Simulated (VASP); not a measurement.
Here is a VASP 6.6.1 calculation.

The input INCAR:

```
PREC = Accurate
ENCUT = 600
EDIFF = 1E-7
ISMEAR = 1
SIGMA = 0.05
LREAL = F
LASPH = T
NELM = 100
ALGO = Normal
ISIF = 8
LWAVE = F
LCHARG = F
GGA = PS
IBRION = 2
NSW = 60
EDIFFG = -0.03
```

The input KPOINTS:

```
regular mesh
0
Gamma
  6 6 4
```

File POSCAR:

```
Sc2Al
1.0
    4.8926100000      0.0000000000      0.0000000000
   -2.4463100000      4.2371300000      0.0000000000
    0.0000000000      0.0000000000      6.1614200000
Sc Al
4 2
Direct
    0.0000000000      0.0000000000      0.0000000000
    0.0000000000      0.0000000000      0.5000000000
    0.3333333333      0.6666666667      0.7500000000
    0.6666666667      0.3333333333      0.2500000000
    0.3333333333      0.6666666667      0.2500000000
    0.6666666667      0.3333333333      0.7500000000
```

Potentials or basis: VASP PAW PBE potentials, release 64 (Sc_sv, Al).

Launch:

```bash
$ cat potpaw_PBE.64/Sc_sv/POTCAR potpaw_PBE.64/Al/POTCAR > POTCAR
$ mpirun -np 1 vasp_std > vasp.out
```

Q: Estimate the relaxed volume.

A: 20.72 Å³/atom.

Q: Predict the relaxed cell.

A: a = 4.849 Å, b = 4.849 Å, c = 6.106 Å, α = 90.00°, β = 90.00°, γ = 120.00°.

Q: What does it give for the band gap on the k mesh?

A: Zero (band 25 reaches 5.26 eV, above the bottom of band 26 at 4.51 eV).

Q: What does it give for the space group after relaxing (to 0.05 Å)?

A: P6_3/mmc (No. 194).

Final structure:
```
Sc Al
1.0
     4.84873    0.00000    0.00000
    -2.42437    4.19913    0.00000
     0.00000    0.00000    6.10616
Sc Al
4 2
Direct
  0.00000 0.00000 0.00000
  0.00000 0.00000 0.50000
  0.33333 0.66667 0.75000
  0.66667 0.33333 0.25000
  0.33333 0.66667 0.25000
  0.66667 0.33333 0.75000
```

Caveat: the PAW data sets were made with another functional, which shifts forces and pressure a little.
